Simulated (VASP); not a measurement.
Here is a VASP 6.6.1 calculation.

File INCAR:

```
PREC = Accurate
ENCUT = 520
EDIFF = 1E-6
ISMEAR = 0
SIGMA = 0.1
LREAL = F
LASPH = T
NELM = 100
ALGO = Normal
ISIF = 2
LWAVE = F
LCHARG = F
LDIPOL = T
IDIPOL = 3
DIPOL = 0.5 0.5 0.318
GGA = PE
IVDW = 12
NBANDS = 53
```

Contents of KPOINTS:

```
Automatic mesh
0
Gamma
  6 6 1
```

The input POSCAR:

```
SiW6
1.0
    4.4682526324      0.0000000000      0.0000000000
   -2.2341263162      3.8696202902      0.0000000000
    0.0000000000      0.0000000000     21.7259061349
W Si
6 1
Direct
    0.6666666667      0.3333333333      0.1841119986
    0.3333333333      0.6666666667      0.2260931360
    0.0000000000      0.0000000000      0.2680742733
    0.6666666667      0.3333333333      0.3070897866
    0.3333333333      0.6666666667      0.3466976876
    0.0000000000      0.0000000000      0.3832248047
    0.4444444444      0.1111111111      0.5121032037
```

Potentials or basis: VASP PAW PBE potentials, release 64 (W_sv, Si).

Run with:

```sh
$ cat potpaw_PBE.64/W_sv/POTCAR potpaw_PBE.64/Si/POTCAR > POTCAR
$ mpirun -np 1 vasp_std > vasp.out
```

Question: Estimate the largest force.

Answer: 2.057 eV/Å.

Question: What does it give for the dispersion energy per atom?

Answer: -0.406 eV.

Question: Predict the band gap on the k mesh.

Answer: Zero (band 44 reaches 0.41 eV, above the bottom of band 45 at 0.26 eV).

Forces in eV/Å, atoms in the order of the input:
```
W    0.009 -0.073  2.056
W   -0.055 -0.008 -0.650
W    0.117  0.063 -1.856
W   -0.060  0.123  0.029
W   -0.127  0.060  0.677
W    0.389  0.057  1.658
Si  -0.273 -0.222 -1.914
```

Caveat: spin-orbit coupling is left out, which moves the levels of the heavy elements.
